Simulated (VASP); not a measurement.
# Os (P6_3/mmc) in VASP: further runs

Os is run at these levels: RPBE, LDA; tasks: single point, elastic constants.

All numbers are computed with VASP 6.6.1; they aren't measurements. Logs are shortened: lines on timing, memory, paths and dates and some standing lists are left out, and cuts for length are marked.

### 1 The cell of the first run

Symmetry: P6_3/mmc, No. 194, hexagonal system. The conventional cell has a = 2.734 Å, b = 2.734 Å, c = 4.320 Å, α = 90.00°, β = 90.00°, γ = 120.00°. Within 3.5 Å of Os (site symmetry -6m2) lie 12 Os at 2.68 to 2.73 Å.

### 2 Single point, RPBE, collinear spin, zero start

Contents of POSCAR:

```
Os
1.0
    2.7341000000      0.0000000000      0.0000000000
   -1.3670500000      2.3678000565      0.0000000000
    0.0000000000      0.0000000000      4.3197000000
Os
2
Direct
    0.6666666667      0.3333333333      0.7500000000
    0.3333333333      0.6666666667      0.2500000000
```

Contents of INCAR.step1:

```
PREC = Accurate ; ENCUT = 520
EDIFF = 1E-6 ; ISMEAR = -1
SIGMA = 0.05 ; LREAL = F
LASPH = T ; NELM = 200
ALGO = Normal ; ISIF = 2
LWAVE = F ; LCHARG = T
ISPIN = 2 ; MAGMOM = 0 0
LMAXMIX = 4 ; GGA = RP
NBANDS = 19 ; GGA_COMPAT = F
NEDOS = 2001 ; LORBIT = 11
```

Contents of KPOINTS.step1:

```
regular mesh
0
Gamma
  11 11 6
```

Contents of INCAR.step2:

```
PREC = Accurate ; ENCUT = 520
EDIFF = 1E-6 ; ISMEAR = -5
SIGMA = 0.05 ; LREAL = F
LASPH = T ; NELM = 200
ALGO = Normal ; ISIF = 2
LWAVE = F ; LCHARG = F
ISPIN = 2 ; MAGMOM = 0 0
LORBIT = 10 ; LMAXMIX = 4
GGA = RP ; NEDOS = 1001
ICHARG = 11 ; GGA_COMPAT = F
```

Contents of KPOINTS.step2:

```
regular mesh
0
Gamma
  17 17 9
```

Potentials or basis: VASP PAW PBE potentials, release 64 (Os).

Started as:

```sh
cat potpaw_PBE.64/Os/POTCAR > POTCAR
cp INCAR.step1 INCAR
cp KPOINTS.step1 KPOINTS
mpirun -np 1 vasp_std > vasp.out
cp INCAR.step2 INCAR
cp KPOINTS.step2 KPOINTS
mpirun -np 1 vasp_std > vasp.out
```

OUTCAR:

```text
PREC = Accurate
   ENCUT = 520
   EDIFF = 1E-6
   ISMEAR = -5
   LREAL = F
   LASPH = T
   NELM = 200
   ISIF = 2
   ISPIN = 2
   LORBIT = 10
   GGA = RP
   ICHARG = 11

 ion  position               nearest neighbor table
   1  0.667  0.333  0.750-   2 2.68   2 2.68   2 2.68   2 2.68   2 2.68   2 2.68
   2  0.333  0.667  0.250-   1 2.68   1 2.68   1 2.68   1 2.68   1 2.68   1 2.68

  LATTYP: Found a hexagonal cell.
 ALAT       =     2.7341000000
 C/A-ratio  =     1.5799348963

  Lattice vectors:

 A1 = (   2.7341000000,   0.0000000000,   0.0000000000)
 A2 = (  -1.3670500000,   2.3678000565,   0.0000000000)
 A3 = (   0.0000000000,   0.0000000000,   4.3197000000)

Analysis of symmetry for initial positions (statically):
=====================================================================
 Subroutine PRICEL returns:
 Original cell was already a primitive cell.

 Routine SETGRP: Setting up the symmetry group for a
 hexagonal supercell.

 Subroutine GETGRP returns: Found 24 space group operations
 (whereof 12 operations were pure point group operations)
 out of a pool of 24 trial point group operations.

The static configuration has the point symmetry D_3d.
 The point group associated with its full space group is D_6h.

Analysis of symmetry for dynamics (positions and initial velocities):
=====================================================================
 Subroutine PRICEL returns:
 Original cell was already a primitive cell.

 Routine SETGRP: Setting up the symmetry group for a
 hexagonal supercell.

 Subroutine GETGRP returns: Found 24 space group operations
 (whereof 12 operations were pure point group operations)
 out of a pool of 24 trial point group operations.

The dynamic configuration has the point symmetry D_3d.
 The point group associated with its full space group is D_6h.

Analysis of structural, dynamic, and magnetic symmetry:
=====================================================================
 Subroutine PRICEL returns:
 Original cell was already a primitive cell.

 Routine SETGRP: Setting up the symmetry group for a
 hexagonal supercell.

 Subroutine GETGRP returns: Found 24 space group operations
 (whereof 12 operations were pure point group operations)
 out of a pool of 24 trial point group operations.

The overall configuration has the point symmetry D_3d.
 The point group associated with its full space group is D_6h.

 Subroutine INISYM returns: Found 24 space group operations
 (whereof 12 operations are pure point group operations),
 and found     1 'primitive' translations

----------------------------------------------------------------------------------------

                                     Primitive cell

  volume of cell :      27.9649

  direct lattice vectors                    reciprocal lattice vectors
     2.734100000  0.000000000  0.000000000     0.365751070  0.211166479  0.000000000
    -1.367050000  2.367800057  0.000000000     0.000000000  0.422332957  0.000000000
     0.000000000  0.000000000  4.319700000     0.000000000  0.000000000  0.231497558

  length of vectors
     2.734100000  2.734100000  4.319700000     0.422332957  0.422332957  0.231497558

  position of ions in fractional coordinates (direct lattice)
     0.666666667  0.333333333  0.750000000
     0.333333333  0.666666667  0.250000000

  ion indices of the primitive-cell ions
   primitive index   ion index
                 1           1
                 2           2

----------------------------------------------------------------------------------------

 KPOINTS: regular mesh

Automatic generation of k-mesh.
 Grid dimensions read from file:
 generate k-points for:   17   17    9

 Generating k-lattice:

  Cartesian coordinates                     Fractional coordinates (reciprocal lattice)
     0.021514769  0.012421558  0.000000000     0.058823529 -0.000000000  0.000000000
     0.000000000  0.024843115  0.000000000     0.000000000  0.058823529  0.000000000
     0.000000000  0.000000000  0.025721951     0.000000000  0.000000000  0.111111111

  Length of vectors
     0.024843115  0.024843115  0.025721951

  Shift w.r.t. Gamma in fractional coordinates (k-lattice)
     0.000000000  0.000000000  0.000000000

 TETIRR: Found   2533 inequivalent tetrahedra from    15606

 Subroutine IBZKPT returns following result:
 ===========================================

 Found    165 irreducible k-points:

 Following reciprocal coordinates:
            Coordinates               Weight
  0.000000  0.000000  0.000000      1.000000
  0.058824  0.000000  0.000000      6.000000
  0.117647  0.000000  0.000000      6.000000
  0.176471  0.000000  0.000000      6.000000
  0.235294  0.000000  0.000000      6.000000
  0.294118  0.000000  0.000000      6.000000
[... 16 lines left out ...]
  0.411765  0.117647  0.000000     12.000000
  0.176471  0.176471  0.000000      6.000000
 [... further k-points ...]
   k-points           NKPTS =    165   k-points in BZ     NKDIM =    165   number of bands    NBANDS=     12
   number of dos      NEDOS =   1001   number of ions     NIONS =      2
   total plane-waves  NPLWV =  12800
   dimension x,y,z NGX =    20 NGY =   20 NGZ =   32
   dimension x,y,z NGXF=    40 NGYF=   40 NGZF=   64
   ions per type =               2
   NGX,Y,Z   is equivalent  to a cutoff of  12.16, 12.16, 12.32 a.u.
   NGXF,Y,Z  is equivalent  to a cutoff of  24.32, 24.32, 24.63 a.u.
 SYSTEM =  unknown system
   PREC   = accura    normal or accurate (medium, high low for compatibility)
   ISTART =      0    job   : 0-new  1-cont  2-samecut
   ICHARG =     11    charge: 1-file 2-atom 10-const
   ISPIN  =      2    spin polarized calculation?
   LNONCOLLINEAR =      F non collinear calculations
   LSORBIT =      F    spin-orbit coupling
   LASPH  =      T    aspherical Exc in radial PAW
   ENCUT  =  520.0 eV  38.22 Ry    6.18 a.u.   5.08  5.08  8.03*2*pi/ulx,y,z
   NELM   =    200;   NELMIN=  2; NELMDL=  0     # of ELM steps
   EDIFF  = 0.1E-05   stopping-criterion for ELM
   LREAL  =      F    real-space projection
   EDIFFG = 0.1E-04   stopping-criterion for IOM
   NSW    =      0    number of steps for IOM
   IBRION =     -1    ionic relax: 0-MD 1-quasi-New 2-CG
   NFREE  =      0    steps in history (QN), initial steepest desc. (CG)
   ISIF   =      2    stress and relaxation
   ISYM   =      2    0-nonsym 1-usesym 2-fastsym
   POTIM  = 0.5000    time-step for ionic-motion
   TEBEG  =    0.0;   TEEND  =   0.0 temperature during run
   PSTRESS=    0.0 pullay stress
   NELECT =      16.0000    total number of electrons
   NUPDOWN=      -1.0000    fix difference up-down
   EMIN   =  10.00;   EMAX   =-10.00  energy-range for DOS
   EFERMI =   0.00;   METHOD = LEGACY
   ISMEAR =    -5;   SIGMA  =   0.05  broadening in eV -4-tet -1-fermi 0-gaus
   EFERMI_NEDOS =   21; number of points for ismear=-14 and -15
   IALGO  =     38    algorithm
   IMIX   =      4    mixing-type and parameters
     AMIX     =   0.40;   BMIX     =  1.00
     AMIX_MAG =   1.60;   BMIX_MAG =  1.00
  volume/ion in A,a.u.               =      13.98        94.36
  Fermi-wavevector in a.u.,A,eV,Ry     =   1.359076  2.568282 25.131161  1.847088
  Thomas-Fermi vector in A             =   2.485855
   LORBIT       =     10    0 simple, 1 ext, 2 COOP (PROOUT), +10 PAW based schemes
   GGA     = RP    functional components
   LHFCALC =     F    Hartree Fock is set to
   AEXX    =    0.0000 exact exchange contribution
   IVDW    =     0    specifies the selected vdW correction
   LEPSILON=     F    determine dielectric tensor
   LRPA    =     F    only Hartree local field effects (RPA)
 spin polarized calculation
 Fermi weights with tetrahedron method with Bloechl corrections
  energy-cutoff  :      520.00
  volume of cell :       27.96
 maximum number of plane-waves:       768

 number of electron      15.9999998 magnetization       0.0000001

 Free energy of the ion-electron system (eV)
  ---------------------------------------------------
  ext. energy  EPLUGINS =         0.00000000
  ---------------------------------------------------
  free energy    TOTEN  =       -21.17008088 eV

  energy without entropy =      -21.17008088  energy(sigma->0) =      -21.17008088

 E-fermi :   9.5816     XC(G=0): -14.0320

 val. band max:        9.8838626720   @ k =   0.4706   0.0000   0.3333
 cond. band min:       9.5980368810   @ k =   0.1176   0.0588   0.3333
 fundamental gap:     -0.2858257911
 Fermi energy:         9.5815576731

 spin component 1

 k-point     1 :       0.0000    0.0000    0.0000
  band No.  band energies     occupation
      1      -1.3876      1.00000
      2       1.7595      1.00000
      3       6.4964      1.00000
      4       6.4964      1.00000
      5       6.7481      1.00000
      6       7.3381      1.00000
      7       7.3381      1.00000
      8       7.9846      1.00000
      9       7.9846      1.00000
     10       9.5646      1.00000
     11      11.2333      0.00000
     12      11.2333      0.00000

 k-point     2 :       0.0588    0.0000    0.0000
  band No.  band energies     occupation
      1      -1.2470      1.00000
      2       1.8847      1.00000
      3       6.1843      1.00000
      4       6.6201      1.00000
      5       7.0209      1.00000
      6       7.2537      1.00000
      7       7.4536      1.00000
      8       7.8129      1.00000
      9       7.8835      1.00000
     10       8.9130      1.00000
     11      11.3038      0.00000
     12      12.0934      0.00000
[... 316 lines left out ...]
 k-point    24 :       0.1765    0.1765    0.0000
  band No.  band energies     occupation
      1       1.7179      1.00000
      2       3.7729      1.00000
      3       4.3686      1.00000
      4       4.3699      1.00000
      5       6.1155      1.00000
      6       6.6077      1.00000
      7       7.6289      1.00000
      8       8.7051      1.00000
      9       9.8278      0.16110
     10      10.7520      0.00000
     11      11.8254      0.00000
     12      18.1360      0.00000

 [... further k-points ...]

 spin component 2

 k-point     1 :       0.0000    0.0000    0.0000
  band No.  band energies     occupation
      1      -1.3876      1.00000
      2       1.7595      1.00000
      3       6.4964      1.00000
      4       6.4964      1.00000
      5       6.7481      1.00000
      6       7.3381      1.00000
      7       7.3381      1.00000
      8       7.9846      1.00000
      9       7.9846      1.00000
     10       9.5646      1.00000
     11      11.2333      0.00000
     12      11.2333      0.00000

 k-point     2 :       0.0588    0.0000    0.0000
  band No.  band energies     occupation
      1      -1.2470      1.00000
      2       1.8847      1.00000
      3       6.1843      1.00000
      4       6.6201      1.00000
      5       7.0209      1.00000
      6       7.2537      1.00000
      7       7.4536      1.00000
      8       7.8129      1.00000
      9       7.8835      1.00000
     10       8.9130      1.00000
     11      11.3038      0.00000
     12      12.0934      0.00000
[... 316 lines left out ...]
 k-point    24 :       0.1765    0.1765    0.0000
  band No.  band energies     occupation
      1       1.7179      1.00000
      2       3.7729      1.00000
      3       4.3686      1.00000
      4       4.3699      1.00000
      5       6.1155      1.00000
      6       6.6077      1.00000
      7       7.6289      1.00000
      8       8.7051      1.00000
      9       9.8278      0.16110
     10      10.7520      0.00000
     11      11.8254      0.00000
     12      18.1360      0.00000

 [... further k-points ...]

------------------------ aborting loop because EDIFF is reached ----------------------------------------

  FORCE on cell =-STRESS in cart. coord.  units (eV):
  Direction    XX          YY          ZZ          XY          YZ          ZX
  --------------------------------------------------------------------------------------
  -------------------------------------------------------------------------------------
  Total        2.1541467      2.1541467      1.9640015      0.0000000     -0.0000000      0.0000000
  in kB      123.4163958    123.4163958    112.5225038      0.0000000     -0.0000000      0.0000000
  external PRESSURE =     119.7850985 kB  Pullay stress =       0.0000000 kB

 VOLUME and BASIS-vectors are now :
 -----------------------------------------------------------------------------
  energy-cutoff  :      520.00
  volume of cell :       27.96
      direct lattice vectors                 reciprocal lattice vectors
     2.734100000  0.000000000  0.000000000     0.365751070  0.211166479  0.000000000
    -1.367050000  2.367800057  0.000000000     0.000000000  0.422332957  0.000000000
     0.000000000  0.000000000  4.319700000     0.000000000  0.000000000  0.231497558

 POSITION                                       TOTAL-FORCE (eV/Angst)
 -----------------------------------------------------------------------------------
      1.36705      0.78927      3.23977         0.000000     -0.000000      0.000000
     -0.00000      1.57853      1.07993        -0.000000      0.000000      0.000000
 -----------------------------------------------------------------------------------
    total drift:                               -0.000000      0.000000     -0.000000

  FREE ENERGIE OF THE ION-ELECTRON SYSTEM (eV)
  ---------------------------------------------------
  free  energy   TOTEN  =       -21.1700808816 eV

  energy  without entropy=      -21.1700808816  energy(sigma->0) =      -21.17008088

 total charge

# of ion       s       p       d       tot
------------------------------------------
    1        0.668   0.795   6.018   7.481
    2        0.668   0.795   6.018   7.481
--------------------------------------------------
tot          1.336   1.589  12.037  14.962

 magnetization (x)

# of ion       s       p       d       tot
------------------------------------------
    1        0.000   0.000  -0.000  -0.000
    2        0.000   0.000  -0.000  -0.000
--------------------------------------------------
tot          0.000   0.000  -0.000  -0.000
```

Run time: 75 s. Hardware: 1 thread of AMD EPYC 7R43 (Zen 3), shared host; peak memory 0.18 GiB.

What came out:

```
Net moment                                            : 0.00 μB per cell
Valence electrons inside the program's atomic spheres : Os 7.48
```

Caveat: the PAW data sets were made with another functional, which shifts forces and pressure a little; spin-orbit coupling is left out, which moves the levels of the heavy elements.

(Continued in part 2 of 2.)
